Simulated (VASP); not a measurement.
# GaH (F-43m) in VASP: single point with PBE

Aim: the single point of GaH with PBE.

All numbers are computed with VASP 6.6.1; they aren't measurements. Logs are shortened: lines on timing, memory, paths and dates and some standing lists are left out, and cuts for length are marked.

### 1 The cell of the first run

It takes space group F-43m (No. 216, cubic). The conventional cell has a = 4.652 Å, b = 4.652 Å, c = 4.652 Å, α = 90.00°, β = 90.00°, γ = 90.00°. Ga (site symmetry -43m) has 4 H at 2.01 Å within 2.7 Å. H (site symmetry -43m) has 4 Ga at 2.01 Å within 2.7 Å.

The cell was generated, and may not be a known phase.

### 2 Single point, PBE

File INCAR:

```
SYSTEM = GaH
PREC = Accurate
ENCUT = 500
EDIFF = 1E-6
ISMEAR = 0
SIGMA = 0.15
LREAL = .False.
LASPH = .True.
NELM = 120
ALGO = Normal
ISIF = 2
LWAVE = .False.
LCHARG = .True.
GGA = PE
LELF = .True.
LVHAR = .True.
NBANDS = 14
GGA_COMPAT = .False.
```

File KPOINTS:

```
Automatic mesh
0
Gamma
  5 5 5
  0 0 0
```

File POSCAR:

```
GaH
1.0
    0.0000000000      2.3261046262      2.3261046262
    2.3261046262      0.0000000000      2.3261046262
    2.3261046262      2.3261046262      0.0000000000
Ga H
1 1
Direct
    0.2500000000      0.2500000000      0.2500000000
    0.0000000000      0.0000000000      0.0000000000
```

Potentials or basis: VASP PAW PBE potentials, release 64 (Ga_d, H).

Command:

```bash
> cat potpaw_PBE.64/Ga_d/POTCAR potpaw_PBE.64/H/POTCAR > POTCAR
> mpirun -np 1 vasp_std > vasp.out
```

OUTCAR:

```text
SYSTEM = GaH
   PREC = Accurate
   ENCUT = 500
   EDIFF = 1E-6
   ISMEAR = 0
   LREAL = .False.
   LASPH = .True.
   NELM = 120
   ISIF = 2
   GGA = PE

 ion  position               nearest neighbor table
   1  0.250  0.250  0.250-
   2  0.000  0.000  0.000-

  LATTYP: Found a face centered cubic cell.
 ALAT       =     4.6522092524

  Lattice vectors:

 A1 = (   0.0000000000,   2.3261046262,   2.3261046262)
 A2 = (   2.3261046262,   0.0000000000,   2.3261046262)
 A3 = (   2.3261046262,   2.3261046262,   0.0000000000)

Analysis of symmetry for initial positions (statically):
=====================================================================
 Subroutine PRICEL returns:
 Original cell was already a primitive cell.

 Routine SETGRP: Setting up the symmetry group for a
 face centered cubic supercell.

 Subroutine GETGRP returns: Found 24 space group operations
 (whereof 24 operations were pure point group operations)
 out of a pool of 48 trial point group operations.

The static configuration has the point symmetry T_d .

Analysis of symmetry for dynamics (positions and initial velocities):
=====================================================================
 Subroutine PRICEL returns:
 Original cell was already a primitive cell.

 Routine SETGRP: Setting up the symmetry group for a
 face centered cubic supercell.

 Subroutine GETGRP returns: Found 24 space group operations
 (whereof 24 operations were pure point group operations)
 out of a pool of 48 trial point group operations.

The dynamic configuration has the point symmetry T_d .

 Subroutine INISYM returns: Found 24 space group operations
 (whereof 24 operations are pure point group operations),
 and found     1 'primitive' translations

----------------------------------------------------------------------------------------

                                     Primitive cell

  volume of cell :      25.1720

  direct lattice vectors                    reciprocal lattice vectors
     0.000000000  2.326104626  2.326104626    -0.214951638  0.214951638  0.214951638
     2.326104626  0.000000000  2.326104626     0.214951638 -0.214951638  0.214951638
     2.326104626  2.326104626  0.000000000     0.214951638  0.214951638 -0.214951638

  length of vectors
     3.289608710  3.289608710  3.289608710     0.372307159  0.372307159  0.372307159

  position of ions in fractional coordinates (direct lattice)
     0.250000000  0.250000000  0.250000000
     0.000000000  0.000000000  0.000000000

  ion indices of the primitive-cell ions
   primitive index   ion index
                 1           1
                 2           2

----------------------------------------------------------------------------------------

 KPOINTS: Automatic mesh

Automatic generation of k-mesh.
 Grid dimensions read from file:
 generate k-points for:    5    5    5

 Generating k-lattice:

  Cartesian coordinates                     Fractional coordinates (reciprocal lattice)
    -0.042990328  0.042990328  0.042990328     0.200000000  0.000000000  0.000000000
     0.042990328 -0.042990328  0.042990328     0.000000000  0.200000000  0.000000000
     0.042990328  0.042990328 -0.042990328     0.000000000  0.000000000  0.200000000

  Length of vectors
     0.074461432  0.074461432  0.074461432

  Shift w.r.t. Gamma in fractional coordinates (k-lattice)
     0.000000000  0.000000000  0.000000000

 Subroutine IBZKPT returns following result:
 ===========================================

 Found     10 irreducible k-points:

 Following reciprocal coordinates:
            Coordinates               Weight
  0.000000  0.000000  0.000000      1.000000
  0.200000  0.000000  0.000000      8.000000
  0.400000  0.000000  0.000000      8.000000
  0.200000  0.200000  0.000000      6.000000
  0.400000  0.200000  0.000000     24.000000
 -0.400000  0.200000  0.000000     24.000000
 -0.200000  0.200000  0.000000     12.000000
  0.400000  0.400000  0.000000      6.000000
 -0.400000  0.400000  0.000000     12.000000
 -0.400000  0.400000  0.200000     24.000000
   k-points           NKPTS =     10   k-points in BZ     NKDIM =     10   number of bands    NBANDS=     14
   number of dos      NEDOS =    301   number of ions     NIONS =      2
   total plane-waves  NPLWV =  13824
   dimension x,y,z NGX =    24 NGY =   24 NGZ =   24
   dimension x,y,z NGXF=    48 NGYF=   48 NGZF=   48
   ions per type =               1   1
   NGX,Y,Z   is equivalent  to a cutoff of  12.13, 12.13, 12.13 a.u.
   NGXF,Y,Z  is equivalent  to a cutoff of  24.26, 24.26, 24.26 a.u.
 SYSTEM =  GaH
   PREC   = accura    normal or accurate (medium, high low for compatibility)
   ISTART =      0    job   : 0-new  1-cont  2-samecut
   ICHARG =      2    charge: 1-file 2-atom 10-const
   ISPIN  =      1    spin polarized calculation?
   LNONCOLLINEAR =      F non collinear calculations
   LSORBIT =      F    spin-orbit coupling
   LASPH  =      T    aspherical Exc in radial PAW
   ENCUT  =  500.0 eV  36.75 Ry    6.06 a.u.   6.00  6.00  6.00*2*pi/ulx,y,z
   NELM   =    120;   NELMIN=  2; NELMDL= -5     # of ELM steps
   EDIFF  = 0.1E-05   stopping-criterion for ELM
   LREAL  =      F    real-space projection
   EDIFFG = 0.1E-04   stopping-criterion for IOM
   NSW    =      0    number of steps for IOM
   IBRION =     -1    ionic relax: 0-MD 1-quasi-New 2-CG
   NFREE  =      0    steps in history (QN), initial steepest desc. (CG)
   ISIF   =      2    stress and relaxation
   ISYM   =      2    0-nonsym 1-usesym 2-fastsym
   POTIM  = 0.5000    time-step for ionic-motion
   TEBEG  =    0.0;   TEEND  =   0.0 temperature during run
   PSTRESS=    0.0 pullay stress
   NELECT =      14.0000    total number of electrons
   NUPDOWN=      -1.0000    fix difference up-down
   EMIN   =  10.00;   EMAX   =-10.00  energy-range for DOS
   EFERMI =   0.00;   METHOD = LEGACY
   ISMEAR =     0;   SIGMA  =   0.15  broadening in eV -4-tet -1-fermi 0-gaus
   EFERMI_NEDOS =   21; number of points for ismear=-14 and -15
   IALGO  =     38    algorithm
   IMIX   =      4    mixing-type and parameters
     AMIX     =   0.40;   BMIX     =  1.00
     AMIX_MAG =   1.60;   BMIX_MAG =  1.00
  volume/ion in A,a.u.               =      12.59        84.93
  Fermi-wavevector in a.u.,A,eV,Ry     =   1.346310  2.544156 24.661233  1.812549
  Thomas-Fermi vector in A             =   2.474152
   LORBIT       =      0    0 simple, 1 ext, 2 COOP (PROOUT), +10 PAW based schemes
   GGA     = PE    functional components
   LHFCALC =     F    Hartree Fock is set to
   AEXX    =    0.0000 exact exchange contribution
   IVDW    =     0    specifies the selected vdW correction
   LEPSILON=     F    determine dielectric tensor
   LRPA    =     F    only Hartree local field effects (RPA)
 non-spin polarized calculation
 Gauss-broadening in eV      SIGMA  =   0.15
  energy-cutoff  :      500.00
  volume of cell :       25.17
 maximum number of plane-waves:       647
   NGX = 11   NGY = 11   NGZ = 11

 number of electron      14.0000013 magnetization

 Free energy of the ion-electron system (eV)
  ---------------------------------------------------
  ext. energy  EPLUGINS =         0.00000000
  ---------------------------------------------------
  free energy    TOTEN  =        -5.34748160 eV

  energy without entropy =       -5.32339765  energy(sigma->0) =       -5.33543962

 E-fermi :   4.0010     XC(G=0): -10.2124

 val. band max:        3.7592927036   @ k =  -0.4000   0.4000   0.0000
 cond. band min:       4.0086485745   @ k =  -0.4000   0.4000   0.2000
 fundamental gap:      0.2493558708
 Fermi energy:         4.0009924128

 k-point     1 :       0.0000    0.0000    0.0000
  band No.  band energies     occupation
      1     -10.8311      2.00000
      2     -10.8311      2.00000
      3     -10.8311      2.00000
      4     -10.7564      2.00000
      5     -10.7564      2.00000
      6      -7.1779      2.00000
      7       8.7200      0.00000
      8      12.8283      0.00000
      9      12.8283      0.00000
     10      12.8283      0.00000
     11      16.1869      0.00000
     12      16.1869      0.00000
     13      16.1869      0.00000
     14      18.9540      0.00000

 k-point     2 :       0.2000    0.0000    0.0000
  band No.  band energies     occupation
      1     -10.8532      2.00000
      2     -10.8143      2.00000
      3     -10.8143      2.00000
      4     -10.7529      2.00000
      5     -10.7529      2.00000
      6      -6.3777      2.00000
      7       5.9594      0.00000
      8      10.2151      0.00000
      9      11.7770      0.00000
     10      11.7770      0.00000
     11      17.3449      0.00000
     12      17.3449      0.00000
     13      18.4067      0.00000
     14      19.7015      0.00000

 k-point     3 :       0.4000    0.0000    0.0000
  band No.  band energies     occupation
      1     -10.8972      2.00000
      2     -10.8171      2.00000
      3     -10.8171      2.00000
      4     -10.7166      2.00000
      5     -10.7166      2.00000
      6      -4.1284      2.00000
      7       0.9437      2.00000
      8       9.6257      0.00000
      9      10.9165      0.00000
     10      10.9165      0.00000
     11      15.8141      0.00000
     12      15.8141      0.00000
     13      16.5842      0.00000
     14      23.3983      0.00000
[... 86 lines left out ...]
 k-point     9 :      -0.4000    0.4000    0.0000
  band No.  band energies     occupation
      1     -10.9295      2.00000
      2     -10.8340      2.00000
      3     -10.7375      2.00000
      4     -10.7239      2.00000
      5     -10.7110      2.00000
      6      -1.4768      2.00000
      7       0.6933      2.00000
      8       3.7593      1.97732
      9       7.7472      0.00000
     10       9.2235      0.00000
     11      14.1802      0.00000
     12      21.0582      0.00000
     13      24.0683      0.00000
     14      24.5682      0.00000

 k-point    10 :      -0.4000    0.4000    0.2000
  band No.  band energies     occupation
      1     -10.8899      2.00000
      2     -10.8208      2.00000
      3     -10.7851      2.00000
      4     -10.7332      2.00000
      5     -10.7143      2.00000
      6      -2.2831      2.00000
      7       1.5915      2.00000
      8       4.0086      0.94246
      9       6.1055      0.00000
     10      12.9928      0.00000
     11      15.3828      0.00000
     12      17.3487      0.00000
     13      21.8016      0.00000
     14      24.9330      0.00000

------------------------ aborting loop because EDIFF is reached ----------------------------------------

  FORCE on cell =-STRESS in cart. coord.  units (eV):
  Direction    XX          YY          ZZ          XY          YZ          ZX
  --------------------------------------------------------------------------------------
  -------------------------------------------------------------------------------------
  Total        0.1085323      0.1085323      0.1085323     -0.0000000      0.0000000      0.0000000
  in kB        6.9079912      6.9079912      6.9079912     -0.0000000      0.0000000      0.0000000
  external PRESSURE =       6.9079912 kB  Pullay stress =       0.0000000 kB

 VOLUME and BASIS-vectors are now :
 -----------------------------------------------------------------------------
  energy-cutoff  :      500.00
  volume of cell :       25.17
      direct lattice vectors                 reciprocal lattice vectors
     0.000000000  2.326104626  2.326104626    -0.214951638  0.214951638  0.214951638
     2.326104626  0.000000000  2.326104626     0.214951638 -0.214951638  0.214951638
     2.326104626  2.326104626  0.000000000     0.214951638  0.214951638 -0.214951638

 POSITION                                       TOTAL-FORCE (eV/Angst)
 -----------------------------------------------------------------------------------
      1.16305      1.16305      1.16305         0.000000      0.000000     -0.000000
      0.00000      0.00000      0.00000        -0.000000     -0.000000      0.000000
 -----------------------------------------------------------------------------------
    total drift:                               -0.000000     -0.000000     -0.000000

  FREE ENERGIE OF THE ION-ELECTRON SYSTEM (eV)
  ---------------------------------------------------
  free  energy   TOTEN  =        -5.3474816036 eV

  energy  without entropy=       -5.3233976456  energy(sigma->0) =       -5.33543962
```

Wall time 4 s (1 thread of AMD EPYC 7R13 (Zen 3), shared host); peak memory 0.1 GiB.

Results:

```yaml
Free_energy: -5.3475 eV
Pressure: 0.7 GPa
Band_gap_on_the_k_mesh: zero (bands 7 and 8 overlap by 4.96 eV)
```

Caveat: the k points lie up to 0.47 Å⁻¹ apart, too coarse for converged energies and pressures of a metal.

The gap in the log of VASP goes by the Fermi energy; the results here count the filled bands.